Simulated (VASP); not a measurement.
# HPb2 (P4_2/nmc) in VASP: a series of runs

The runs below take HPb2 through single point, with PBE.

Program: VASP 6.6.1. These are calculated values, not measurements. Logs are shortened: lines on timing, memory, paths and dates and some standing lists are left out, and cuts for length are marked.

## 1. The cell of the first run

Symmetry: P4_2/nmc, No. 137, tetragonal system. Conventional cell: a = 3.711 Å, b = 3.711 Å, c = 10.701 Å, α = 90.00°, β = 90.00°, γ = 90.00°. H (site symmetry -4m2) has 4 Pb at 2.29 Å within 3.0 Å. Within 3.0 Å of Pb (site symmetry 2mm) lie 2 H at 2.29 Å.

## 2. Single point, PBE

INCAR reads:

```
PREC = Accurate
ENCUT = 520
EDIFF = 1E-6
ISMEAR = 0
SIGMA = 0.1
LREAL = F
LASPH = T
NELM = 100
ALGO = Fast
ISIF = 2
LWAVE = F
LCHARG = F
GGA = PE
NBANDS = 38
```

KPOINTS reads:

```
Automatic mesh
0
Gamma
  6 6 2
```

POSCAR reads:

```
HPb2
1.0
    3.7108921504      0.0000000000      0.0000000000
    0.0000000000      3.7108921504      0.0000000000
    0.0000000000      0.0000000000     10.7014106066
H Pb
2 4
Direct
    0.0000000000      0.0000000000      0.0000000000
    0.5000000000      0.5000000000      0.5000000000
    0.0000000000      0.5000000000      0.1250000000
    0.0000000000      0.5000000000      0.6250000000
    0.5000000000      0.0000000000      0.3750000000
    0.5000000000      0.0000000000      0.8750000000
```

Potentials or basis: VASP PAW PBE potentials, release 64 (H, Pb_d).

Run with:

```
cat potpaw_PBE.64/H/POTCAR potpaw_PBE.64/Pb_d/POTCAR > POTCAR
mpirun -np 1 vasp_std > vasp.out
```

OUTCAR:

```text
PREC = Accurate
   ENCUT = 520
   EDIFF = 1E-6
   ISMEAR = 0
   LREAL = F
   LASPH = T
   NELM = 100
   ISIF = 2
   GGA = PE

 ion  position               nearest neighbor table
   1  0.000  0.000  0.000-   3 2.29   6 2.29   3 2.29   6 2.29
   2  0.500  0.500  0.500-   4 2.29   5 2.29   5 2.29   4 2.29
   3  0.000  0.500  0.125-   1 2.29   1 2.29   6 3.75   5 3.75   5 3.75   6 3.75   5 3.75   6 3.75
                             5 3.75   6 3.75
   4  0.000  0.500  0.625-   2 2.29   2 2.29   6 3.75   5 3.75   6 3.75   5 3.75   5 3.75   6 3.75
                             5 3.75   6 3.75
   5  0.500  0.000  0.375-   2 2.29   2 2.29   4 3.75   3 3.75   3 3.75   4 3.75   3 3.75   4 3.75
                             3 3.75   4 3.75
   6  0.500  0.000  0.875-   1 2.29   1 2.29   4 3.75   3 3.75   4 3.75   3 3.75   3 3.75   4 3.75
                             3 3.75   4 3.75

  LATTYP: Found a simple tetragonal cell.
 ALAT       =     3.7108921504
 C/A-ratio  =     2.8837837838

  Lattice vectors:

 A1 = (   3.7108921504,   0.0000000000,   0.0000000000)
 A2 = (   0.0000000000,   3.7108921504,   0.0000000000)
 A3 = (   0.0000000000,   0.0000000000,  10.7014106066)

Analysis of symmetry for initial positions (statically):
=====================================================================
 Subroutine PRICEL returns:
 Original cell was already a primitive cell.

 Routine SETGRP: Setting up the symmetry group for a
 simple tetragonal supercell.

 Subroutine GETGRP returns: Found 16 space group operations
 (whereof  8 operations were pure point group operations)
 out of a pool of 16 trial point group operations.

The static configuration has the point symmetry D_2d.
 The point group associated with its full space group is D_4h.

Analysis of symmetry for dynamics (positions and initial velocities):
=====================================================================
 Subroutine PRICEL returns:
 Original cell was already a primitive cell.

 Routine SETGRP: Setting up the symmetry group for a
 simple tetragonal supercell.

 Subroutine GETGRP returns: Found 16 space group operations
 (whereof  8 operations were pure point group operations)
 out of a pool of 16 trial point group operations.

The dynamic configuration has the point symmetry D_2d.
 The point group associated with its full space group is D_4h.

 Subroutine INISYM returns: Found 16 space group operations
 (whereof  8 operations are pure point group operations),
 and found     1 'primitive' translations

----------------------------------------------------------------------------------------

                                     Primitive cell

  volume of cell :     147.3661

  direct lattice vectors                    reciprocal lattice vectors
     3.710892150  0.000000000  0.000000000     0.269476977  0.000000000  0.000000000
     0.000000000  3.710892150  0.000000000     0.000000000  0.269476977  0.000000000
     0.000000000  0.000000000 10.701410607     0.000000000  0.000000000  0.093445625

  length of vectors
     3.710892150  3.710892150 10.701410607     0.269476977  0.269476977  0.093445625

  position of ions in fractional coordinates (direct lattice)
     0.000000000  0.000000000  0.000000000
     0.500000000  0.500000000  0.500000000
     0.000000000  0.500000000  0.125000000
     0.000000000  0.500000000  0.625000000
     0.500000000  0.000000000  0.375000000
     0.500000000  0.000000000  0.875000000

  ion indices of the primitive-cell ions
   primitive index   ion index
                 1           1
                 2           2
                 3           3
                 4           4
                 5           5
                 6           6

----------------------------------------------------------------------------------------

 KPOINTS: Automatic mesh

Automatic generation of k-mesh.
 Grid dimensions read from file:
 generate k-points for:    6    6    2

 Generating k-lattice:

  Cartesian coordinates                     Fractional coordinates (reciprocal lattice)
     0.044912830  0.000000000  0.000000000     0.166666667  0.000000000  0.000000000
     0.000000000  0.044912830  0.000000000     0.000000000  0.166666667  0.000000000
     0.000000000  0.000000000  0.046722812     0.000000000  0.000000000  0.500000000

  Length of vectors
     0.044912830  0.044912830  0.046722812

  Shift w.r.t. Gamma in fractional coordinates (k-lattice)
     0.000000000  0.000000000  0.000000000

 Subroutine IBZKPT returns following result:
 ===========================================

 Found     20 irreducible k-points:

 Following reciprocal coordinates:
            Coordinates               Weight
  0.000000  0.000000  0.000000      1.000000
  0.166667  0.000000  0.000000      4.000000
  0.333333  0.000000  0.000000      4.000000
  0.500000  0.000000  0.000000      2.000000
  0.166667  0.166667  0.000000      4.000000
  0.333333  0.166667  0.000000      8.000000
[... 12 lines left out ...]
  0.500000  0.333333  0.500000      4.000000
  0.500000  0.500000  0.500000      1.000000
   k-points           NKPTS =     20   k-points in BZ     NKDIM =     20   number of bands    NBANDS=     38
   number of dos      NEDOS =    301   number of ions     NIONS =      6
   total plane-waves  NPLWV =  62720
   dimension x,y,z NGX =    28 NGY =   28 NGZ =   80
   dimension x,y,z NGXF=    56 NGYF=   56 NGZF=  160
   ions per type =               2   4
   NGX,Y,Z   is equivalent  to a cutoff of  12.54, 12.54, 12.43 a.u.
   NGXF,Y,Z  is equivalent  to a cutoff of  25.09, 25.09, 24.86 a.u.
 SYSTEM =  unknown system
   PREC   = accura    normal or accurate (medium, high low for compatibility)
   ISTART =      0    job   : 0-new  1-cont  2-samecut
   ICHARG =      2    charge: 1-file 2-atom 10-const
   ISPIN  =      1    spin polarized calculation?
   LNONCOLLINEAR =      F non collinear calculations
   LSORBIT =      F    spin-orbit coupling
   LASPH  =      T    aspherical Exc in radial PAW
   ENCUT  =  520.0 eV  38.22 Ry    6.18 a.u.   6.90  6.90 19.90*2*pi/ulx,y,z
   NELM   =    100;   NELMIN=  2; NELMDL= -5     # of ELM steps
   EDIFF  = 0.1E-05   stopping-criterion for ELM
   LREAL  =      F    real-space projection
   EDIFFG = 0.1E-04   stopping-criterion for IOM
   NSW    =      0    number of steps for IOM
   IBRION =     -1    ionic relax: 0-MD 1-quasi-New 2-CG
   NFREE  =      0    steps in history (QN), initial steepest desc. (CG)
   ISIF   =      2    stress and relaxation
   ISYM   =      2    0-nonsym 1-usesym 2-fastsym
   POTIM  = 0.5000    time-step for ionic-motion
   TEBEG  =    0.0;   TEEND  =   0.0 temperature during run
   PSTRESS=    0.0 pullay stress
   NELECT =      58.0000    total number of electrons
   NUPDOWN=      -1.0000    fix difference up-down
   EMIN   =  10.00;   EMAX   =-10.00  energy-range for DOS
   EFERMI =   0.00;   METHOD = LEGACY
   ISMEAR =     0;   SIGMA  =   0.10  broadening in eV -4-tet -1-fermi 0-gaus
   EFERMI_NEDOS =   21; number of points for ismear=-14 and -15
   IALGO  =     68    algorithm
   IMIX   =      4    mixing-type and parameters
     AMIX     =   0.40;   BMIX     =  1.00
     AMIX_MAG =   1.60;   BMIX_MAG =  1.00
  volume/ion in A,a.u.               =      24.56       165.75
  Fermi-wavevector in a.u.,A,eV,Ry     =   1.199734  2.267168 19.583701  1.439361
  Thomas-Fermi vector in A             =   2.335589
   LORBIT       =      0    0 simple, 1 ext, 2 COOP (PROOUT), +10 PAW based schemes
   GGA     = PE    functional components
   LHFCALC =     F    Hartree Fock is set to
   AEXX    =    0.0000 exact exchange contribution
   IVDW    =     0    specifies the selected vdW correction
   LEPSILON=     F    determine dielectric tensor
   LRPA    =     F    only Hartree local field effects (RPA)
 non-spin polarized calculation
 RMM-DIIS sequential band-by-band and
 Gauss-broadening in eV      SIGMA  =   0.10
  energy-cutoff  :      520.00
  volume of cell :      147.37
 maximum number of plane-waves:      4004
 NGX is ok and might be reduce to    28
   NGX = 13   NGY = 13   NGZ = 39

 number of electron      58.0000017 magnetization

 Free energy of the ion-electron system (eV)
  ---------------------------------------------------
  ext. energy  EPLUGINS =         0.00000000
  ---------------------------------------------------
  free energy    TOTEN  =       -18.98041448 eV

  energy without entropy =      -18.96295164  energy(sigma->0) =      -18.97168306

 E-fermi :   5.6932     XC(G=0):  -9.4853

 val. band max:        5.6588704224   @ k =   0.3333   0.1667   0.0000
 cond. band min:       5.7917383296   @ k =   0.5000   0.5000   0.0000
 fundamental gap:      0.1328679072
 Fermi energy:         5.6932485792

 k-point     1 :       0.0000    0.0000    0.0000
  band No.  band energies     occupation
      1     -11.5439      2.00000
      2     -11.5035      2.00000
      3     -11.4921      2.00000
      4     -11.4480      2.00000
      5     -11.4280      2.00000
      6     -11.4235      2.00000
[... 30 lines left out ...]
     37      11.4024      0.00000
     38      11.4030      0.00000

 k-point     2 :       0.1667    0.0000    0.0000
  band No.  band energies     occupation
      1     -11.5165      2.00000
      2     -11.4839      2.00000
      3     -11.4648      2.00000
      4     -11.4330      2.00000
      5     -11.4296      2.00000
      6     -11.4133      2.00000
[... 30 lines left out ...]
     37      10.3635      0.00000
     38      11.4510      0.00000

 k-point     3 :       0.3333    0.0000    0.0000
  band No.  band energies     occupation
      1     -11.4882      2.00000
      2     -11.4696      2.00000
      3     -11.4467      2.00000
      4     -11.4283      2.00000
      5     -11.4092      2.00000
      6     -11.4033      2.00000
[... 30 lines left out ...]
     37      10.2305      0.00000
     38      11.1047      0.00000

 k-point     4 :       0.5000    0.0000    0.0000
  band No.  band energies     occupation
      1     -11.4798      2.00000
      2     -11.4798      2.00000
      3     -11.4421      2.00000
      4     -11.4421      2.00000
      5     -11.4115      2.00000
      6     -11.4115      2.00000
[... 30 lines left out ...]
     37      10.1453      0.00000
     38      10.1453      0.00000
[... 539 lines left out ...]
      4     -11.4373      2.00000
      5     -11.4063      2.00000
      6     -11.4063      2.00000
[... 30 lines left out ...]
     37      10.0253      0.00000
     38      10.0253      0.00000

 k-point    19 :       0.5000    0.3333    0.5000
  band No.  band energies     occupation
      1     -11.5244      2.00000
      2     -11.5244      2.00000
      3     -11.4474      2.00000
      4     -11.4474      2.00000
      5     -11.4144      2.00000
      6     -11.4144      2.00000
[... 30 lines left out ...]
     37       9.5311      0.00000
     38       9.5311      0.00000

 k-point    20 :       0.5000    0.5000    0.5000
  band No.  band energies     occupation
      1     -11.5413      2.00000
      2     -11.5413      2.00000
      3     -11.4502      2.00000
      4     -11.4502      2.00000
      5     -11.4313      2.00000
      6     -11.4313      2.00000
[... 30 lines left out ...]
     37      10.0907      0.00000
     38      10.0907      0.00000

------------------------ aborting loop because EDIFF is reached ----------------------------------------

  FORCE on cell =-STRESS in cart. coord.  units (eV):
  Direction    XX          YY          ZZ          XY          YZ          ZX
  --------------------------------------------------------------------------------------
  -------------------------------------------------------------------------------------
  Total        0.0947567      0.0947567     -1.5425918      0.0000000      0.0000000      0.0000000
  in kB        1.0302034      1.0302034    -16.7711916      0.0000000      0.0000000      0.0000000
  external PRESSURE =      -4.9035950 kB  Pullay stress =       0.0000000 kB

 VOLUME and BASIS-vectors are now :
 -----------------------------------------------------------------------------
  energy-cutoff  :      520.00
  volume of cell :      147.37
      direct lattice vectors                 reciprocal lattice vectors
     3.710892150  0.000000000  0.000000000     0.269476977  0.000000000  0.000000000
     0.000000000  3.710892150  0.000000000     0.000000000  0.269476977  0.000000000
     0.000000000  0.000000000 10.701410607     0.000000000  0.000000000  0.093445625

 POSITION                                       TOTAL-FORCE (eV/Angst)
 -----------------------------------------------------------------------------------
      0.00000      0.00000      0.00000        -0.000000      0.000000     -0.000000
      1.85545      1.85545      5.35071        -0.000000     -0.000000     -0.000000
      0.00000      1.85545      1.33768         0.000000     -0.000000      0.295099
      0.00000      1.85545      6.68838        -0.000000      0.000000      0.295099
      1.85545      0.00000      4.01303        -0.000000     -0.000000     -0.295099
      1.85545      0.00000      9.36373         0.000000     -0.000000     -0.295099
 -----------------------------------------------------------------------------------
    total drift:                                0.000000      0.000000      0.000000

  FREE ENERGIE OF THE ION-ELECTRON SYSTEM (eV)
  ---------------------------------------------------
  free  energy   TOTEN  =       -18.9804144825 eV

  energy  without entropy=      -18.9629516423  energy(sigma->0) =      -18.97168306
```

It took 3.4 min on 1 thread of Oxide Virtual Turin-like, shared host; peak memory 0.25 GiB.

Results:

```yaml
Free_energy: -18.9804 eV
Pressure: -0.5 GPa
Largest_force: 0.295 eV/Å
Band_gap_on_the_k_mesh: zero (bands 29 and 30 overlap by 3.20 eV)
```

Forces on the atoms (eV/Å):
```
H    0.000  0.000  0.000
H    0.000  0.000  0.000
Pb   0.000  0.000  0.295
Pb   0.000  0.000  0.295
Pb   0.000  0.000 -0.295
Pb   0.000  0.000 -0.295
```

Caveat: spin-orbit coupling is left out, which moves the levels of the heavy elements.

## 3. Single point, PBE

This run uses another cell than the first one, of 23.70 Å³/atom.

INCAR reads:

```
  PREC = Accurate
  ENCUT = 520
  EDIFF = 1E-7
  ISMEAR = 0
  SIGMA = 0.1
  LREAL = F
  LASPH = T
  NELM = 60
  ALGO = Fast
  ISIF = 2
  LWAVE = F
  LCHARG = F
  GGA = PE
  NBANDS = 38
```

KPOINTS reads:

```
regular mesh
0
Gamma
  10 10 4
```

POSCAR reads:

```
HPb2
1.0
    3.5834331517      0.0000000000      0.0000000000
    0.0000000000      3.5834331517      0.0000000000
    0.0000000000      0.0000000000     11.0736403972
H Pb
2 4
Direct
    0.0000000000      0.0000000000      0.0000000000
    0.5000000000      0.5000000000      0.5000000000
    0.0000000000      0.5000000000      0.1376632280
    0.0000000000      0.5000000000      0.6376632280
    0.5000000000      0.0000000000      0.3623367720
    0.5000000000      0.0000000000      0.8623367720
```

Potentials or basis: VASP PAW PBE potentials, release 64 (H, Pb_d).

Run with:

```
cat potpaw_PBE.64/H/POTCAR potpaw_PBE.64/Pb_d/POTCAR > POTCAR
mpirun -np 1 vasp_std > vasp.out
```

Run time: 10 min. Hardware: 1 thread of Oxide Virtual Turin-like, shared host; peak memory 0.37 GiB.

It converged, with:

```
Free energy            : -19.1491 eV
Pressure               : -0.1 GPa
Band gap on the k mesh : zero (bands 29 and 30 overlap by 4.26 eV)
```

Levels at points of the mesh, in eV from the Fermi level:
| k point | band 25 | band 26 | band 27 | band 28 | band 29 | band 30 | band 31 | band 32 | band 33 | band 34 |
| --- | --- | --- | --- | --- | --- | --- | --- | --- | --- | --- |
| (0.00, 0.00, 0.00) | -4.90 | -1.38 | 0.65 | 2.08 | 2.08 | 2.56 | 3.14 | 3.14 | 3.67 | 3.94 |
| (0.50, 0.00, 0.00) | -4.84 | -4.84 | -2.06 | -2.06 | -1.19 | -1.19 | 3.43 | 3.43 | 4.31 | 4.31 |
| (0.50, 0.50, 0.00) | -4.96 | -4.96 | -1.89 | -1.89 | -1.86 | -1.86 | 0.34 | 0.34 | 1.04 | 1.04 |
| (0.00, 0.00, 0.50) | -3.31 | -3.31 | 2.07 | 2.07 | 2.40 | 2.40 | 2.46 | 2.46 | 4.24 | 4.24 |
| (0.50, 0.00, 0.50) | -4.57 | -4.57 | -3.02 | -3.02 | 0.28 | 0.28 | 1.83 | 1.83 | 4.83 | 4.83 |
| (0.50, 0.50, 0.50) | -4.94 | -4.94 | -2.44 | -2.44 | -0.81 | -0.81 | 0.10 | 0.10 | 0.79 | 0.79 |

Caveat: spin-orbit coupling is left out, which moves the levels of the heavy elements.

The gap in the log of VASP goes by the Fermi energy; the results here count the filled bands.